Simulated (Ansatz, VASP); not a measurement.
## One calculation of AlN, two programs

```
Al N
1.0
     3.41517    0.00000    0.00000
    -1.70759    2.95763    0.00000
     0.00000    0.00000    4.14739
Al N
2 2
Direct
  0.33333 0.66667 0.75000
  0.66667 0.33333 0.25000
  0.33333 0.66667 0.25000
  0.66667 0.33333 0.75000
```

Alike in both runs: task single point; functional PBEsol; k mesh 9 × 9 × 6; occupations gaussian, width 0.05 eV; no spin polarisation.

|  | VASP | Ansatz |
| --- | --- | --- |
| version | VASP 6.6.1 | Ansatz 0.2.0 |
| potentials or method | VASP PAW PBE potentials, release 64 (Al, N), cutoff 520 eV | scalar-relativistic, plane waves, PAW |
| valence electrons in the cell | 16 | 16 |

Ansatz gave:

```
gap on the k mesh at the Fermi level (eV)                     : 2.93
least direct gap on the mesh (eV)                             : 2.93
pressure (GPa)                                                : -13.4
traceless stress, the component that is largest in VASP (GPa) : 4.19
```

Which values does VASP return?

gap on the k mesh at the Fermi level (eV): 2.94; least direct gap on the mesh (eV): 2.94; pressure (GPa): -13.4; traceless stress, the component that is largest in VASP (GPa): 4.23.

VASP's potentials were made for PBE, not for PBEsol, and Ansatz warns of the same on its side. With one functional, cell and mesh, what is left measures potentials, basis and numerics.
